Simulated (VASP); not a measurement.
Wanted: the native input for a VASP 6.6.1 run.

| Property | Result |
| --- | --- |
| Task | single point |
| Functional | LDA |
| Potentials or basis | VASP PAW LDA potentials, release 64 (In_d, As) |
| Cutoff | 520 eV |
| k mesh | 6 × 6 × 6 |
| Occupations | fermi-dirac, width 0.05 eV |
| Spin | no spin polarisation |
| Dipole correction | no |
| Further INCAR settings | ALGO = Fast; EDIFF = 1e-07; NBANDS = 30 |

The structure of In3As lies in POSCAR:

```
In3As
1.0
    4.6403264915      0.0000000000      0.0000000000
    0.0000000000      4.6403264915      0.0000000000
    0.0000000000      0.0000000000      4.6403264915
In As
3 1
Direct
    0.5000000000      0.5000000000      0.0000000000
    0.5000000000      0.0000000000      0.5000000000
    0.0000000000      0.5000000000      0.5000000000
    0.0000000000      0.0000000000      0.0000000000
```

These files were run (other wordings do the same):

INCAR

```
SYSTEM = In3As
  PREC = Accurate
  ENCUT = 520
  EDIFF = 1E-7
  ISMEAR = -1
  SIGMA = 0.05
  LREAL = .False.
  LASPH = .True.
  NELM = 60
  ALGO = Fast
  ISIF = 2
  LWAVE = .False.
  LCHARG = .False.
  GGA = CA
  NBANDS = 30
```

KPOINTS

```
regular mesh
0
Gamma
  6 6 6
  0 0 0
```

Potentials or basis: VASP PAW LDA potentials, release 64 (In_d, As).

Launch:

```bash
$ cat potpaw_LDA.64/In_d/POTCAR potpaw_LDA.64/As/POTCAR > POTCAR
$ mpirun -np 1 vasp_std > vasp.out
```

Results of the run:

```
Pressure               : -3.1 GPa
Band gap on the k mesh : zero (bands 22 and 23 overlap by 3.91 eV)
```

Caveat: the cell stands under tension; spin-orbit coupling is left out, which moves the levels of the heavy elements.

Run time: 80 s on 1 thread of Intel(R) Xeon(R) Platinum 8259CL CPU @ 2.50GHz (Skylake/Cascade Lake), on a shared host, peak memory 0.19 GiB.
